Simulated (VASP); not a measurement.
# HgTe in VASP: a series of runs, part 2 of 3

VASP 6.6.1. The steps go on from the part before.

## Step 4: Electric field gradients, LDA (equal xy, yz and zx shear strains of -3 %)

Input file INCAR:

```
SYSTEM = HgTe
  ALGO = Normal
  EDIFF = 1E-8
  ENCUT = 520
  GGA = CA
  ISIF = 2
  ISMEAR = -1
  LASPH = .TRUE.
  LCHARG = .FALSE.
  LEFG = .TRUE.
  LREAL = .FALSE.
  LWAVE = .FALSE.
  NBANDS = 16
  NELM = 60
  PREC = Accurate
  SIGMA = 0.08
```

Input file KPOINTS:

```
k-points
0
G
  10 10 10
  0 0 0
```

Input file POSCAR:

```
HgTe
1.0
   -0.0876450000      2.8776775000      2.8776775000
    2.8776775000     -0.0876450000      2.8776775000
    2.8776775000      2.8776775000     -0.0876450000
Hg Te
1 1
Direct
    0.0000000000      0.0000000000      0.0000000000
    0.5000000000      0.5000000000      0.5000000000
```

Potentials or basis: VASP PAW LDA potentials, release 64 (Hg, Te).

On the command line:

```sh
$ cat potpaw_LDA.64/Hg/POTCAR potpaw_LDA.64/Te/POTCAR > POTCAR
$ mpirun -np 1 vasp_std > vasp.out
```

OUTCAR:

```text
SYSTEM = HgTe
   EDIFF = 1E-8
   ENCUT = 520
   GGA = CA
   ISIF = 2
   ISMEAR = -1
   LASPH = .TRUE.
   LREAL = .FALSE.
   NELM = 60
   PREC = Accurate

 ion  position               nearest neighbor table
   1  0.000  0.000  0.000-   2 2.92   2 2.92   2 2.92   2 2.92   2 2.92   2 2.92
   2  0.500  0.500  0.500-   1 2.92   1 2.92   1 2.92   1 2.92   1 2.92   1 2.92

  LATTYP: Found a trigonal (rhomboedric) cell.
 ALAT       =     4.0705942114
 COS(alpha) =     0.4693254694

  Lattice vectors:

 A1 = (  -0.0876450000,   2.8776775000,   2.8776775000)
 A2 = (   2.8776775000,  -0.0876450000,   2.8776775000)
 A3 = (   2.8776775000,   2.8776775000,  -0.0876450000)

Analysis of symmetry for initial positions (statically):
=====================================================================
 Subroutine PRICEL returns:
 Original cell was already a primitive cell.

 Routine SETGRP: Setting up the symmetry group for a
[... 646 lines left out ...]
      direct lattice vectors                 reciprocal lattice vectors
    -0.087645000  2.877677500  2.877677500    -0.166008264  0.171223184  0.171223184
     2.877677500 -0.087645000  2.877677500     0.171223184 -0.166008264  0.171223184
     2.877677500  2.877677500 -0.087645000     0.171223184  0.171223184 -0.166008264

 POSITION                                       TOTAL-FORCE (eV/Angst)
 -----------------------------------------------------------------------------------
      0.00000      0.00000      0.00000        -0.000000     -0.000000      0.000000
      2.83385      2.83385      2.83385         0.000000      0.000000     -0.000000
 -----------------------------------------------------------------------------------
    total drift:                               -0.000000      0.000000      0.000000

  FREE ENERGIE OF THE ION-ELECTRON SYSTEM (eV)
  ---------------------------------------------------
  free  energy   TOTEN  =        -4.8897837014 eV

  energy  without entropy=       -4.8768230347  energy(sigma->0) =       -4.88330337

 Electric field gradients (V/A^2)
---------------------------------------------------------------------
 ion       V_xx      V_yy      V_zz      V_xy      V_xz      V_yz
---------------------------------------------------------------------
   1      -0.000     0.000     0.000    11.924    11.924    11.924
   2       0.000     0.000    -0.000   -14.931   -14.931   -14.931
---------------------------------------------------------------------

 Electric field gradients after diagonalization (V/A^2)
 (convention: |V_zz| > |V_xx| > |V_yy|)
----------------------------------------------------------------------
 ion       V_xx      V_yy      V_zz     asymmetry (V_yy - V_xx)/ V_zz
----------------------------------------------------------------------
   1     -11.924   -11.924    23.849       0.000
   2      14.931    14.931   -29.862       0.000
----------------------------------------------------------------------

           NMR quadrupolar parameters

 Cq : quadrupolar parameter    Cq=e*Q*V_zz/h
 eta: asymmetry parameters     (V_yy - V_xx)/ V_zz
 Q  : nuclear electric quadrupole moment in mb (millibarn)
----------------------------------------------------------------------
 ion       Cq(MHz)       eta       Q (mb)
----------------------------------------------------------------------
   1       0.058       0.000       1.000
   2      -0.072       0.000       1.000
----------------------------------------------------------------------
```

OSZICAR:

```text
N       E                     dE             d eps       ncg     rms          rms(c)
DAV:   1     0.105715176877E+03    0.10572E+03   -0.84432E+03  3768   0.101E+03
DAV:   2    -0.181807520371E+01   -0.10753E+03   -0.10018E+03  4392   0.237E+02
DAV:   3    -0.509959014339E+01   -0.32815E+01   -0.32729E+01  4536   0.426E+01
DAV:   4    -0.512193793910E+01   -0.22348E-01   -0.22346E-01  4656   0.344E+00
DAV:   5    -0.512229802459E+01   -0.36009E-03   -0.36008E-03  4744   0.395E-01    0.992E+00
DAV:   6    -0.490328911512E+01    0.21901E+00   -0.43110E-01  4648   0.915E+00    0.740E+00
DAV:   7    -0.489221765520E+01    0.11071E-01   -0.76050E-02  4592   0.198E+00    0.229E+00
DAV:   8    -0.489004755063E+01    0.21701E-02   -0.82684E-03  4184   0.109E+00    0.538E-01
DAV:   9    -0.488978465284E+01    0.26290E-03   -0.45005E-04  4888   0.234E-01    0.774E-02
DAV:  10    -0.488978319252E+01    0.14603E-05   -0.36131E-05  4512   0.506E-02    0.378E-02
DAV:  11    -0.488978400042E+01   -0.80789E-06   -0.45694E-06  4792   0.150E-02    0.132E-02
DAV:  12    -0.488978369735E+01    0.30307E-06   -0.74929E-07  4064   0.592E-03    0.679E-03
DAV:  13    -0.488978370139E+01   -0.40454E-08   -0.68904E-08  4848   0.165E-03
   1 F= -.48897837E+01 E0= -.48833034E+01  d E =-.129607E-01
```

stdout:

```text
POSCAR found type information on POSCAR HgTe
 POSCAR found :  2 types and       2 ions
 scaLAPACK will be used
 LDA part: xc-table for (Slater(with rela. corr.)+CA(PZ))
 , standard interpolation
 POSCAR, INCAR and KPOINTS ok, starting setup
 FFT: planning ... GRIDC
 FFT: planning ... GRID_SOFT
 FFT: planning ... GRID
 WAVECAR not read
 entering main loop
ion   1

ion   2
```

Run time: 1.7 min. Hardware: 1 thread of Intel Xeon Platinum 8488C (Sapphire Rapids), shared host; peak memory 0.22 GiB.

What came out:

- Free energy: -4.8898 eV
- Pressure: 4.4 GPa
- Band gap on the k mesh: zero (band 9 reaches 6.28 eV, above the bottom of band 10 at 3.16 eV)

Electric field gradients, principal values (V/Å²):
| atom | least | middle | greatest (by size) |
| --- | --- | --- | --- |
| 1 Hg | -11.924 | -11.924 | 23.849 |
| 2 Te | 14.931 | 14.931 | -29.862 |

Caveat: the cell differs from its parent crystal (equal xy, yz and zx shear strains of -3 %); without QUAD_EFG the Cq values of the log hold for a quadrupole moment of 1 mb, not for the nuclei; spin-orbit coupling is left out, which moves the levels of the heavy elements.

## Step 5: Electric field gradients, LDA (zz strain of +2 %)

Input file INCAR:

```
  ALGO = Normal
  EDIFF = 1E-8
  ENCUT = 400
  GGA_COMPAT = F
  ISIF = 2
  ISMEAR = -1
  LASPH = T
  LCHARG = F
  LEFG = T
  LREAL = F
  LWAVE = F
  NBANDS = 16
  NELM = 120
  PREC = Accurate
  SIGMA = 0.08
```

Input file KPOINTS:

```
k-points
0
Gamma
  10 10 10
```

Input file POSCAR:

```
HgTe
1.0
    0.0000000000      2.9215000000      2.9799300000
    2.9215000000      0.0000000000      2.9799300000
    2.9215000000      2.9215000000      0.0000000000
Hg Te
1 1
Direct
    0.0000000000      0.0000000000      0.0000000000
    0.5000000000      0.5000000000      0.5000000000
```

Potentials or basis: VASP PAW LDA potentials, release 64 (Hg, Te).

On the command line:

```sh
$ cat potpaw_LDA.64/Hg/POTCAR potpaw_LDA.64/Te/POTCAR > POTCAR
$ mpirun -np 1 vasp_std > vasp.out
```

OUTCAR:

```text
EDIFF = 1E-8
   ENCUT = 400
   ISIF = 2
   ISMEAR = -1
   LASPH = T
   LREAL = F
   NELM = 120
   PREC = Accurate

 ion  position               nearest neighbor table
   1  0.000  0.000  0.000-   2 2.92   2 2.92   2 2.92   2 2.92   2 2.98   2 2.98
   2  0.500  0.500  0.500-   1 2.92   1 2.92   1 2.92   1 2.92   1 2.98   1 2.98

  LATTYP: Found a body centered tetragonal cell.
 ALAT       =     4.1316249225
 C/A-ratio  =     1.4424978336

  Lattice vectors:

 A1 = (  -2.9215000000,   0.0000000000,   2.9799300000)
 A2 = (   2.9215000000,   0.0000000000,   2.9799300000)
 A3 = (   0.0000000000,   2.9215000000,  -2.9799300000)

Analysis of symmetry for initial positions (statically):
=====================================================================
 Subroutine PRICEL returns:
 Original cell was already a primitive cell.

 Routine SETGRP: Setting up the symmetry group for a
 body centered tetragonal supercell.

[... 645 lines left out ...]
     0.000000000  2.921500000  2.979930000    -0.171144960  0.171144960  0.167789176
     2.921500000  0.000000000  2.979930000     0.171144960 -0.171144960  0.167789176
     2.921500000  2.921500000  0.000000000     0.171144960  0.171144960 -0.167789176

 POSITION                                       TOTAL-FORCE (eV/Angst)
 -----------------------------------------------------------------------------------
      0.00000      0.00000      0.00000        -0.000000     -0.000000      0.000000
      2.92150      2.92150      2.97993         0.000000      0.000000      0.000000
 -----------------------------------------------------------------------------------
    total drift:                               -0.000000      0.000000      0.000000

  FREE ENERGIE OF THE ION-ELECTRON SYSTEM (eV)
  ---------------------------------------------------
  free  energy   TOTEN  =        -4.9163451529 eV

  energy  without entropy=       -4.9025315895  energy(sigma->0) =       -4.90943837

 Electric field gradients (V/A^2)
---------------------------------------------------------------------
 ion       V_xx      V_yy      V_zz      V_xy      V_xz      V_yz
---------------------------------------------------------------------
   1     -19.158   -19.158    38.316     0.001     0.000     0.000
   2      14.114    14.114   -28.227     0.000     0.000     0.000
---------------------------------------------------------------------

 Electric field gradients after diagonalization (V/A^2)
 (convention: |V_zz| > |V_xx| > |V_yy|)
----------------------------------------------------------------------
 ion       V_xx      V_yy      V_zz     asymmetry (V_yy - V_xx)/ V_zz
----------------------------------------------------------------------
   1     -19.159   -19.157    38.316       0.000
   2      14.114    14.113   -28.227       0.000
----------------------------------------------------------------------

           NMR quadrupolar parameters

 Cq : quadrupolar parameter    Cq=e*Q*V_zz/h
 eta: asymmetry parameters     (V_yy - V_xx)/ V_zz
 Q  : nuclear electric quadrupole moment in mb (millibarn)
----------------------------------------------------------------------
 ion       Cq(MHz)       eta       Q (mb)
----------------------------------------------------------------------
   1       0.093       0.000       1.000
   2      -0.068       0.000       1.000
----------------------------------------------------------------------
```

OSZICAR:

```text
N       E                     dE             d eps       ncg     rms          rms(c)
DAV:   1     0.889437198927E+02    0.88944E+02   -0.72639E+03  3352   0.815E+02
DAV:   2    -0.245214502713E+01   -0.91396E+02   -0.86132E+02  3952   0.214E+02
DAV:   3    -0.512574437495E+01   -0.26736E+01   -0.26678E+01  3960   0.377E+01
DAV:   4    -0.514424963444E+01   -0.18505E-01   -0.18504E-01  4464   0.307E+00
DAV:   5    -0.514449850031E+01   -0.24887E-03   -0.24886E-03  4032   0.290E-01    0.945E+00
DAV:   6    -0.492939803536E+01    0.21510E+00   -0.42539E-01  4144   0.896E+00    0.710E+00
DAV:   7    -0.491878493597E+01    0.10613E-01   -0.72521E-02  4024   0.190E+00    0.228E+00
DAV:   8    -0.491660468554E+01    0.21803E-02   -0.75441E-03  3688   0.103E+00    0.517E-01
DAV:   9    -0.491634548476E+01    0.25920E-03   -0.42896E-04  4424   0.224E-01    0.714E-02
DAV:  10    -0.491634464027E+01    0.84448E-06   -0.35571E-05  3952   0.496E-02    0.371E-02
DAV:  11    -0.491634542256E+01   -0.78229E-06   -0.42288E-06  4288   0.140E-02    0.122E-02
DAV:  12    -0.491634514968E+01    0.27288E-06   -0.68499E-07  3616   0.553E-03    0.625E-03
DAV:  13    -0.491634515287E+01   -0.31844E-08   -0.62240E-08  4416   0.157E-03
   1 F= -.49163452E+01 E0= -.49094384E+01  d E =-.138136E-01
```

stdout:

```text
POSCAR found type information on POSCAR HgTe
 POSCAR found :  2 types and       2 ions
 scaLAPACK will be used
 LDA part: xc-table for (Slater(with rela. corr.)+CA(PZ))
 , standard interpolation
 POSCAR, INCAR and KPOINTS ok, starting setup
 FFT: planning ... GRIDC
 FFT: planning ... GRID_SOFT
 FFT: planning ... GRID
 WAVECAR not read
 entering main loop
ion   1

ion   2
```

It took 81 s on 1 thread of Intel Xeon 8259CL, shared host; peak memory 0.18 GiB.

What came out:

```yaml
Free_energy: -4.9163 eV
Pressure: 2.8 GPa
Band_gap_on_the_k_mesh: zero (band 9 reaches 6.01 eV, above the bottom of band 10 at 2.85 eV)
```

Levels at points of the mesh, in eV from the Fermi level:
| k point | band 7 | band 8 | band 9 | band 10 | band 11 | band 12 |
| --- | --- | --- | --- | --- | --- | --- |
| (0.00, 0.00, 0.00) | -0.92 | -0.92 | -0.77 | -0.56 | 7.60 | 7.66 |
| (0.50, 0.00, 0.00) | -5.98 | 0.34 | 0.49 | 2.42 | 3.68 | 3.84 |
| (0.50, 0.50, 0.00) | -5.03 | -2.85 | -2.67 | -2.67 | 4.75 | 9.75 |
| (0.50, 0.00, 0.50) | -5.04 | -3.01 | -2.86 | -2.64 | 4.63 | 9.37 |

Electric field gradients, principal values (V/Å²):
| atom | least | middle | greatest (by size) |
| --- | --- | --- | --- |
| 1 Hg | -19.157 | -19.159 | 38.316 |
| 2 Te | 14.113 | 14.114 | -28.227 |

Caveat: the cell differs from its parent crystal (zz strain of +2 %); without QUAD_EFG the Cq values of the log hold for a quadrupole moment of 1 mb, not for the nuclei; spin-orbit coupling is left out, which moves the levels of the heavy elements.

(Continued in part 3 of 3.)
